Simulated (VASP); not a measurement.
Runs of VASP 6.6.1 on Mg2GeN3. The structure is that of space group Cmc2_1 (No. 36), or close to it. The cells are those of the table. 

```tsv
task	cell	k mesh	cutoff (eV)	gap on the mesh (eV)	pressure (GPa)	largest force (eV/Å)
single point	a = 5.902, b = 5.902, c = 4.993 Å, angles 90.0, 90.0, 60.1°, 12 atoms	3 × 3 × 3	520	none	(a)	0.04
single point	a = 5.007, b = 5.891, c = 5.890 Å, angles 119.9, 90.0, 90.0°, 12 atoms	4 × 4 × 4	520	none	-0.3	0.01
single point	a = 4.973, b = 5.905, c = 5.905 Å, angles 119.9, 90.0, 90.0°, 12 atoms	4 × 4 × 4	520	none	-0.3	0.04
relaxation of cell and atoms	relaxed from a = 6.003, b = 6.003, c = 5.170 Å, angles 90.0, 90.0, 59.8°, 12 atoms	3 × 3 × 3	600	none	0.0	0.07
```

Alike in all rows: level PBE; potentials or basis VASP PAW PBE potentials, release 64 (Mg, Ge_d, N); no spin polarisation; smearing gaussian 0.2 eV.

Question: Fill in the values left out.

Answer: (a) -0.6.

Caveats: some runs use coarse meshes; the relaxation stopped at a loose force limit of 0.08 eV/Å, so its end isn't a converged minimum (some runs).

A k mesh can miss the band edges, and the runs leave out spin-orbit coupling on Ge.

A gap of «none» marks levels without a gap at the run's occupations.
